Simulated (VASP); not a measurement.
Write the native input for VASP 6.6.1 that does the following.

```
Task                   : single point
Functional             : LDA
Potentials or basis    : VASP PAW LDA potentials, release 64 (Si, C)
Cutoff                 : 520 eV
k mesh                 : 12 × 12 × 6
Occupations            : gaussian, width 0.05 eV
Spin                   : no spin polarisation
Dipole correction      : no
Further INCAR settings : ALGO = Normal; EDIFF = 1e-07; NBANDS = 16
```

The structure of SiC lies in POSCAR:

```
SiC
1.0
    3.2204700057      0.0000000000      0.0000000000
   -1.6102350029      2.7890088370      0.0000000000
    0.0000000000      0.0000000000      4.8786900116
Si C
2 2
Direct
    0.3333333333      0.6666666667      0.0004190836
    0.6666666667      0.3333333333      0.5004190836
    0.3333333333      0.6666666667      0.3845809164
    0.6666666667      0.3333333333      0.8845809164
```

This cell differs from its parent crystal: volume 10.955 Å^3 an atom, c/a of the conventional cell 1.5149.

One way to write it, as run:

INCAR

```
SYSTEM = SiC
PREC = Accurate ; ENCUT = 520
EDIFF = 1E-7 ; ISMEAR = 0
SIGMA = 0.05 ; LREAL = .FALSE.
LASPH = .TRUE. ; NELM = 80
ALGO = Normal ; ISIF = 2
LWAVE = .FALSE. ; LCHARG = .TRUE.
GGA = CA ; LELF = .TRUE.
LVHAR = .TRUE. ; NBANDS = 16
```

KPOINTS

```
regular mesh
0
G
  12 12 6
  0 0 0
```

Potentials or basis: VASP PAW LDA potentials, release 64 (Si, C).

Command:

```sh
$ cat potpaw_LDA.64/Si/POTCAR potpaw_LDA.64/C/POTCAR > POTCAR
$ mpirun -np 1 vasp_std > vasp.out
```

Results of the run:

```
Pressure               : -14.4 GPa
Largest force          : 0.004 eV/Å
Band gap on the k mesh : 1.64 eV, indirect (least direct gap 2.73 eV)
```

It took 39 s on 1 thread of Intel(R) Xeon(R) Platinum 8175M CPU @ 2.50GHz (Skylake/Cascade Lake) (shared host), peak memory 0.16 GiB.
